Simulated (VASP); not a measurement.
# MoS2 (R3m) in VASP: relaxation of cell and atoms with r2SCAN

Aim: the relaxation of cell and atoms of MoS2 with r2SCAN.

Everything below comes from runs of VASP 6.6.1. Logs are shortened: lines on timing, memory, paths and dates and some standing lists are left out, and cuts for length are marked.

### 1 The cell of the first run

Symmetry: R3m, No. 160, trigonal system. Conventional cell: a = 3.149 Å, b = 3.149 Å, c = 18.386 Å, α = 90.00°, β = 90.00°, γ = 120.00°. Mo (site symmetry 3m) has 6 S at 2.38 Å and 6 Mo at 3.15 Å within 3.2 Å. Within 3.2 Å of S (site symmetry 3m) lie 3 Mo at 2.38 Å and 7 S at 3.07 to 3.15 Å. S (site symmetry 3m) has 3 Mo at 2.38 Å and 7 S at 3.07 to 3.15 Å within 3.2 Å.

### 2 Relaxation of cell and atoms, r2SCAN

Input file POSCAR:

```
MoS2
1.0
    1.5745333700      0.9090538500      6.1287216500
   -1.5745333700      0.9090538500      6.1287216500
    0.0000000000     -1.8181176700      6.1287216500
Mo S
1 2
Direct
    0.0000000000      0.0000000000      0.0000000000
    0.2500000000      0.2500000000      0.2500000000
    0.4170000000      0.4170000000      0.4170000000
```

Input file INCAR.step1:

```
PREC     = Accurate       # precision mode
ENCUT    = 600            # plane-wave cutoff, eV
ISMEAR   = -1             # smearing method
SIGMA    = 0.0368         # smearing width, eV
LREAL    = F              # projectors in reciprocal space
LASPH    = T              # aspherical terms in the spheres
NELM     = 100            # most SCF steps
GGA      = PE             # functional
ALGO     = Normal         # electronic algorithm
EDIFF    = 1E-4           # SCF threshold, eV
LWAVE    = T              # write WAVECAR
LCHARG   = F              # write CHGCAR
```

Input file INCAR.step2:

```
PREC     = Accurate       # precision mode
ENCUT    = 600            # plane-wave cutoff, eV
EDIFF    = 1E-6           # SCF threshold, eV
ISMEAR   = -1             # smearing method
SIGMA    = 0.0368         # smearing width, eV
LREAL    = F              # projectors in reciprocal space
LASPH    = T              # aspherical terms in the spheres
NELM     = 100            # most SCF steps
ALGO     = Normal         # electronic algorithm
ISIF     = 3              # what is computed and relaxed
LWAVE    = F              # write WAVECAR
LCHARG   = F              # write CHGCAR
METAGGA  = R2SCAN         # meta-GGA
LMIXTAU  = T            
IBRION   = 2              # ionic algorithm
NSW      = 80             # ionic steps
EDIFFG   = -0.03          # ionic threshold
ISTART   = 1
```

Input file KPOINTS:

```
Automatic mesh
0
Gamma
  8 8 8
```

Potentials or basis: VASP PAW PBE potentials, release 64 (Mo_sv, S).

Launch:

```bash
$ cat potpaw_PBE.64/Mo_sv/POTCAR potpaw_PBE.64/S/POTCAR > POTCAR
$ cp INCAR.step1 INCAR
$ mpirun -np 1 vasp_std > vasp.out
$ cp INCAR.step2 INCAR
$ mpirun -np 1 vasp_std > vasp.out
```

OUTCAR:

```text
PREC = Accurate
   ENCUT = 600
   EDIFF = 1E-6
   ISMEAR = -1
   LREAL = F
   LASPH = T
   NELM = 100
   ISIF = 3
   METAGGA = R2SCAN
   IBRION = 2
   NSW = 80
   EDIFFG = -0.03
   ISTART = 1

 ion  position               nearest neighbor table
   1  0.000  0.000  0.000-   2 2.38   2 2.38   2 2.38   3 2.38   3 2.38   3 2.38
   2  0.250  0.250  0.250-   1 2.38   1 2.38   1 2.38
   3  0.417  0.417  0.417-   1 2.38   1 2.38   1 2.38

  LATTYP: Found a trigonal (rhomboedric) cell.
 ALAT       =     6.3927117328
 COS(alpha) =     0.8786713146

  Lattice vectors:

 A1 = (   1.5745333700,   0.9090538500,   6.1287216500)
 A2 = (  -1.5745333700,   0.9090538500,   6.1287216500)
 A3 = (   0.0000000000,  -1.8181176700,   6.1287216500)

Analysis of symmetry for initial positions (statically):
=====================================================================
 Subroutine PRICEL returns:
 Original cell was already a primitive cell.

 Routine SETGRP: Setting up the symmetry group for a
 trigonal (rhombohedral) supercell.

 Subroutine GETGRP returns: Found  6 space group operations
 (whereof  6 operations were pure point group operations)
 out of a pool of 12 trial point group operations.

The static configuration has the point symmetry C_3v.

Analysis of symmetry for dynamics (positions and initial velocities):
=====================================================================
 Subroutine PRICEL returns:
 Original cell was already a primitive cell.

 Routine SETGRP: Setting up the symmetry group for a
 trigonal (rhombohedral) supercell.

 Subroutine GETGRP returns: Found  6 space group operations
 (whereof  6 operations were pure point group operations)
 out of a pool of 12 trial point group operations.

The dynamic configuration has the point symmetry C_3v.

 Subroutine INISYM returns: Found  6 space group operations
 (whereof  6 operations are pure point group operations),
 and found     1 'primitive' translations

----------------------------------------------------------------------------------------

                                     Primitive cell

  volume of cell :      52.6337

  direct lattice vectors                    reciprocal lattice vectors
     1.574533370  0.909053850  6.128721650     0.317554400  0.183340137  0.054388821
    -1.574533370  0.909053850  6.128721650    -0.317554400  0.183340137  0.054388821
     0.000000000 -1.818117670  6.128721650     0.000000000 -0.366680274  0.054388522

  length of vectors
     6.392711733  6.392711733  6.392713111     0.370691984  0.370691984  0.370691967

  position of ions in fractional coordinates (direct lattice)
     0.000000000  0.000000000  0.000000000
     0.250000000  0.250000000  0.250000000
     0.417000000  0.417000000  0.417000000

  ion indices of the primitive-cell ions
   primitive index   ion index
                 1           1
                 2           2
                 3           3

----------------------------------------------------------------------------------------

 KPOINTS: Automatic mesh

Automatic generation of k-mesh.
 Grid dimensions read from file:
 generate k-points for:    8    8    8

 Generating k-lattice:

  Cartesian coordinates                     Fractional coordinates (reciprocal lattice)
     0.039694300  0.022917517  0.006798603     0.125000000  0.000000000  0.000000000
    -0.039694300  0.022917517  0.006798603     0.000000000  0.125000000  0.000000000
     0.000000000 -0.045835034  0.006798565     0.000000000  0.000000000  0.125000000

  Length of vectors
     0.046336498  0.046336498  0.046336496

  Shift w.r.t. Gamma in fractional coordinates (k-lattice)
     0.000000000  0.000000000  0.000000000

 Subroutine IBZKPT returns following result:
 ===========================================

 Found     65 irreducible k-points:

 Following reciprocal coordinates:
            Coordinates               Weight
  0.000000  0.000000  0.000000      1.000000
  0.125000  0.000000  0.000000      6.000000
  0.250000  0.000000  0.000000      6.000000
  0.375000  0.000000  0.000000      6.000000
  0.500000  0.000000  0.000000      3.000000
  0.125000  0.125000  0.000000      6.000000
[... 16 lines left out ...]
  0.250000  0.125000  0.125000      6.000000
  0.375000  0.125000  0.125000      6.000000
 [... further k-points ...]
   k-points           NKPTS =     65   k-points in BZ     NKDIM =     65   number of bands    NBANDS=     17
   number of dos      NEDOS =    301   number of ions     NIONS =      3
   total plane-waves  NPLWV = 157464
   dimension x,y,z NGX =    54 NGY =   54 NGZ =   54
   dimension x,y,z NGXF=   108 NGYF=  108 NGZF=  108
   ions per type =               1   2
   NGX,Y,Z   is equivalent  to a cutoff of  14.04, 14.04, 14.04 a.u.
   NGXF,Y,Z  is equivalent  to a cutoff of  28.09, 28.09, 28.09 a.u.
 SYSTEM =  unknown system
   PREC   = accura    normal or accurate (medium, high low for compatibility)
   ISTART =      1    job   : 0-new  1-cont  2-samecut
   ICHARG =      0    charge: 1-file 2-atom 10-const
   ISPIN  =      1    spin polarized calculation?
   LNONCOLLINEAR =      F non collinear calculations
   LSORBIT =      F    spin-orbit coupling
   LASPH  =      T    aspherical Exc in radial PAW
   ENCUT  =  600.0 eV  44.10 Ry    6.64 a.u.  12.77 12.77 12.77*2*pi/ulx,y,z
   NELM   =    100;   NELMIN=  2; NELMDL=  0     # of ELM steps
   EDIFF  = 0.1E-05   stopping-criterion for ELM
   LREAL  =      F    real-space projection
   EDIFFG = -.3E-01   stopping-criterion for IOM
   NSW    =     80    number of steps for IOM
   IBRION =      2    ionic relax: 0-MD 1-quasi-New 2-CG
   NFREE  =      1    steps in history (QN), initial steepest desc. (CG)
   ISIF   =      3    stress and relaxation
   ISYM   =      2    0-nonsym 1-usesym 2-fastsym
   POTIM  = 0.5000    time-step for ionic-motion
   TEBEG  =    0.0;   TEEND  =   0.0 temperature during run
   PSTRESS=    0.0 pullay stress
   NELECT =      26.0000    total number of electrons
   NUPDOWN=      -1.0000    fix difference up-down
   EMIN   =  10.00;   EMAX   =-10.00  energy-range for DOS
   EFERMI =   0.00;   METHOD = LEGACY
   ISMEAR =    -1;   SIGMA  =   0.04  broadening in eV -4-tet -1-fermi 0-gaus
   EFERMI_NEDOS =   21; number of points for ismear=-14 and -15
   IALGO  =     38    algorithm
   IMIX   =      4    mixing-type and parameters
     AMIX     =   0.40;   BMIX     =  1.00
     AMIX_MAG =   1.60;   BMIX_MAG =  1.00
  volume/ion in A,a.u.               =      17.54       118.40
  Fermi-wavevector in a.u.,A,eV,Ry     =   1.294130  2.445551 22.786660  1.674772
  Thomas-Fermi vector in A             =   2.425732
   LORBIT       =      0    0 simple, 1 ext, 2 COOP (PROOUT), +10 PAW based schemes
   METAGGA = R2SCAN    functional components
   LHFCALC =     F    Hartree Fock is set to
   AEXX    =    0.0000 exact exchange contribution
   IVDW    =     0    specifies the selected vdW correction
   LEPSILON=     F    determine dielectric tensor
   LRPA    =     F    only Hartree local field effects (RPA)
 conjugate gradient relaxation of ions
 non-spin polarized calculation
  energy-cutoff  :      600.00
  volume of cell :       52.63
 maximum number of plane-waves:      1788
 NGX is ok and might be reduce to    54
   NGX = 25   NGY = 25   NGZ = 25

--------------------------------------- Ionic step        1  -------------------------------------------

 number of electron      26.0000000 magnetization

 Free energy of the ion-electron system (eV)
  ---------------------------------------------------
  ext. energy  EPLUGINS =         0.00000000
  ---------------------------------------------------
  free energy    TOTEN  =       -44.99282643 eV

  energy without entropy =      -44.99282643  energy(sigma->0) =      -44.99282643

------------------------ aborting loop because EDIFF is reached ----------------------------------------

  FORCE on cell =-STRESS in cart. coord.  units (eV):
  Direction    XX          YY          ZZ          XY          YZ          ZX
  --------------------------------------------------------------------------------------
  -------------------------------------------------------------------------------------
  Total        1.8763202      1.8763198      2.1916812      0.0000000     -0.0000012      0.0000000
  in kB       57.1154118     57.1154003     66.7150390      0.0000000     -0.0000362      0.0000000
  external PRESSURE =      60.3152837 kB  Pullay stress =       0.0000000 kB
[... 92 lines left out ...]
  FREE ENERGIE OF THE ION-ELECTRON SYSTEM (eV)
  ---------------------------------------------------
  free  energy   TOTEN  =       -45.0260386645 eV

  energy  without entropy=      -45.0260386605  energy(sigma->0) =      -45.02603866

[... ionic steps 4 to 11 ...]

--------------------------------------- Ionic step       12  -------------------------------------------

 number of electron      26.0000000 magnetization

------------------------ aborting loop because EDIFF is reached ----------------------------------------

  FORCE on cell =-STRESS in cart. coord.  units (eV):
  Direction    XX          YY          ZZ          XY          YZ          ZX
  --------------------------------------------------------------------------------------
  -------------------------------------------------------------------------------------
  Total       -0.0083413     -0.0083413     -0.0375127     -0.0000000      0.0000000      0.0000000
  in kB       -0.2355648     -0.2355647     -1.0593914     -0.0000000      0.0000006      0.0000000
  external PRESSURE =      -0.5101736 kB  Pullay stress =       0.0000000 kB
[... 59 lines left out ...]
  energy  without entropy=      -45.0383465878  energy(sigma->0) =      -45.03834659

--------------------------------------- Ionic step       14  -------------------------------------------

 number of electron      25.9999999 magnetization

 Free energy of the ion-electron system (eV)
  ---------------------------------------------------
  ext. energy  EPLUGINS =         0.00000000
  ---------------------------------------------------
  free energy    TOTEN  =       -45.03842166 eV

  energy without entropy =      -45.03842166  energy(sigma->0) =      -45.03842166

 E-fermi :   7.1276     XC(G=0): -11.0636

 val. band max:        6.5231316740   @ k =   0.5000   0.5000   0.5000
 cond. band min:       7.8601689143   @ k =  -0.1250   0.5000   0.1250
 fundamental gap:      1.3370372403
 Fermi energy:         7.1275680466

 k-point     1 :       0.0000    0.0000    0.0000
  band No.  band energies     occupation
      1     -56.8685      2.00000
      2     -30.2804      2.00000
      3     -30.0727      2.00000
      4     -30.0727      2.00000
      5      -8.9089      2.00000
      6      -7.3232      2.00000
[... 9 lines left out ...]
     16       9.1625      0.00000
     17       9.1625      0.00000
[... 443 lines left out ...]
      1     -56.8480      2.00000
      2     -30.2734      2.00000
      3     -30.2395      2.00000
      4     -30.1186      2.00000
      5      -8.0069      2.00000
      6      -7.0807      2.00000
[... 9 lines left out ...]
     16       9.2737      0.00000
     17       9.8738      0.00000

 [... further k-points ...]
[... 5 lines left out ...]
  --------------------------------------------------------------------------------------
  -------------------------------------------------------------------------------------
  Total       -0.0108626     -0.0108626     -0.0624741     -0.0000000      0.0000000     -0.0000000
  in kB       -0.3060079     -0.3060079     -1.7599377     -0.0000000      0.0000010     -0.0000000
  external PRESSURE =      -0.7906512 kB  Pullay stress =       0.0000000 kB
[... 18 lines left out ...]
  FREE ENERGIE OF THE ION-ELECTRON SYSTEM (eV)
  ---------------------------------------------------
  free  energy   TOTEN  =       -45.0384216608 eV

  energy  without entropy=      -45.0384216602  energy(sigma->0) =      -45.03842166

 reached required accuracy - stopping structural energy minimisation
```

It took 1.5 h on 1 thread of Intel Xeon 6975P-C (Granite Rapids), shared host; peak memory 0.49 GiB.

What came out:

| Quantity | Value |
| --- | --- |
| Free energy | -45.0384 eV |
| Relaxed volume | 18.96 Å³/atom |
| Relaxed cell | a = 6.727 Å, b = 6.727 Å, c = 6.727 Å, α = 27.40°, β = 27.40°, γ = 27.40° |
| Space group after relaxing (to 0.1 Å) | R3m (No. 160) |
| Energy gained by relaxing | 15.2 meV/atom |
| Ionic steps | 14 |
| Pressure after relaxing | -0.1 GPa |
| Largest force after relaxing | 0.029 eV/Å |
| Band gap on the k mesh | 1.34 eV (least direct gap 2.08 eV) |

Forces on the atoms (eV/Å):
```
Mo   0.000  0.000  0.008
S    0.000  0.000  0.021
S    0.000  0.000 -0.029
```

Stress tensor (GPa, compression positive):
```
-0.03  0.00  0.00
 0.00 -0.03  0.00
 0.00  0.00 -0.18
```

Step by step:
```csv
step,energy change (eV),largest force (eV/Å),pressure (GPa),volume (Å³)
1,0.0000,0.5498,6.03,52.63
2,0.1069,1.4936,-9.49,57.83
3,-0.0332,0.2140,0.17,54.26
4,-0.0332,0.1994,0.29,54.22
5,-0.0359,0.1057,0.11,54.56
6,-0.0361,0.0735,0.04,54.69
7,-0.0380,0.0555,0.06,54.89
8,-0.0418,0.1475,0.19,55.46
9,-0.0423,0.4216,0.60,56.61
10,-0.0431,0.3149,0.44,56.16
11,-0.0440,0.2585,0.32,56.31
12,-0.0454,0.0895,-0.05,56.73
13,-0.0455,0.0578,-0.18,56.89
14,-0.0456,0.0292,-0.08,56.87
```

Final structure:
```xyz
3
Lattice="1.5929 0.9197 6.4705 -1.5929 0.9197 6.4705 0.0000 -1.8393 6.4705" Properties=species:S:1:pos:R:3 pbc="T T T"
Mo    0.0000    0.0000    0.0019
S     0.0000    0.0000    4.9196
S     0.0000    0.0000    8.0261
```

Caveat: the PAW data sets were made with another functional, which shifts forces and pressure a little. Zero-point motion and thermal expansion aren't in these numbers.
